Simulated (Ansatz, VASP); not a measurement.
## Two plane-wave programs on NaH

File POSCAR:

```
NaH
1.0
    3.9532815515      0.0000000000      0.0000000000
   -1.9766407757      3.4236422520      0.0000000000
    0.0000000000      0.0000000000      4.8282923105
Na H
2 2
Direct
    0.3333333333      0.6666666667     -0.0624996804
    0.6666666667      0.3333333333      0.4375003196
    0.3333333333      0.6666666667      0.4374996804
    0.6666666667      0.3333333333      0.9374996804
```

The input INCAR.step1:

```
ALGO = Normal ; EDIFF = 1E-4
ENCUT = 520 ; GGA = PE
ISMEAR = 0 ; LASPH = True
LCHARG = False ; LREAL = False
LWAVE = True ; NBANDS = 16
NELM = 80 ; PREC = Accurate
SIGMA = 0.01
```

File INCAR.step2:

```
ALGO = Normal ; EDIFF = 1E-7
ENCUT = 520 ; ISIF = 2
ISMEAR = 0 ; ISTART = 1
LASPH = True ; LCHARG = False
LMIXTAU = True ; LREAL = False
LWAVE = False ; METAGGA = R2SCAN
NBANDS = 16 ; NELM = 80
PREC = Accurate ; SIGMA = 0.01
```

Contents of KPOINTS:

```
k-points
0
Gamma
  12 12 6
```

Input for Ansatz:

```yaml
crystal:
  lattice:
    - [3.9532815515, 0.0, 0.0]
    - [-1.9766407757, 3.423642252, 0.0]
    - [0.0, 0.0, 4.8282923105]
  atoms:
    - { symbol: Na, position: [0.3333333333, 0.6666666667, -0.0624996804] }
    - { symbol: Na, position: [0.6666666667, 0.3333333333, 0.4375003196] }
    - { symbol: H, position: [0.3333333333, 0.6666666667, 0.4374996804] }
    - { symbol: H, position: [0.6666666667, 0.3333333333, 0.9374996804] }
kpoints:
  mp_grid: { grid: [12, 12, 6] }
  band_path:
    path:
      - [0.0, 0.0, 0.0]
      - [0.5, 0.0, 0.0]
      - [0.3333333333, 0.3333333333, 0.0]
      - [0.0, 0.0, 0.5]
      - [0.5, 0.0, 0.5]
      - [0.3333333333, 0.3333333333, 0.5]
      - [-0.09375, 0.1875, 0.0]
      - [0.3, 0.3, 0.0]
    npoints: 1
hamiltonian:
  xc: r2scan
scf:
  occupations: { method: fixed }
  n_extra_bands: 5
output:
  forces: true
  stress: true
  eigenvalues: true
```

Alike in both runs: task single point; functional r2SCAN; k mesh 12 × 12 × 6; no spin polarisation.

```csv
,VASP,Ansatz
version,VASP 6.6.1,Ansatz 0.2.0
potentials or method,"VASP PAW PBE potentials, release 64 (Na_pv, H)","plane waves, PAW"
plane-wave cutoff (eV),520,500
occupations,"gaussian, width 0.01 eV",fixed
valence electrons in the cell,16,20
```

|  | VASP | Ansatz | Ansatz less VASP |
| --- | --- | --- | --- |
| gap on the k mesh at the Fermi level (eV) | 3.68 | 3.67 | -0.010 |
| pressure (GPa) | -0.1 | 0.0 | +0.05 |

VASP's potentials were made for PBE, not for r2SCAN. VASP's potentials hold 16 valence electrons a cell and Ansatz's 20, so a difference there can come from the potentials and not from the codes. Ansatz's warnings: structure snapped to symmetry.
